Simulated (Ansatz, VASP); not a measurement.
# ScBSbP3: VASP beside Ansatz

```
Sc B Sb P
1.0
     4.94095    0.00000    0.00000
     0.00000    4.94095    0.00000
     0.00000    0.00000    5.42179
Sc B Sb P
1 1 1 3
Direct
  0.00000 0.00000 0.50000
  0.50000 0.50000 0.00000
  0.00000 0.00000 0.00000
  0.50000 0.00000 0.50000
  0.00000 0.50000 0.50000
  0.50000 0.50000 0.50000
```

Alike in both runs: task relaxation of cell and atoms; functional PBE; k mesh 8 × 8 × 8; occupations gaussian, width 0.1 eV; no spin polarisation.

|  | VASP | Ansatz |
| --- | --- | --- |
| version | VASP 6.6.1 | Ansatz 0.2.0 |
| potentials or method | VASP PAW PBE potentials, release 64 (Sc_sv, B, Sb, P), cutoff 600 eV | scalar-relativistic, plane waves, PAW |
| valence electrons in the cell | 34 | 44 |

|  | VASP | Ansatz | Ansatz less VASP |
| --- | --- | --- | --- |
| gap on the k mesh at the Fermi level, each at its own relaxed structure (eV) | none | none | - |
| relaxed volume (Å³/atom) | 22.11 | 22.12 | +0.002 |
| relaxed length of the cell vector where the two differ most in proportion (Å) | 5.335 | 5.342 | +0.0065 |

A gap of «none» marks a metal or a gap that the smearing closes. VASP's potentials hold 34 valence electrons a cell and Ansatz's 44, so a difference there can come from the potentials and not from the codes.

Spin-orbit coupling is off throughout.
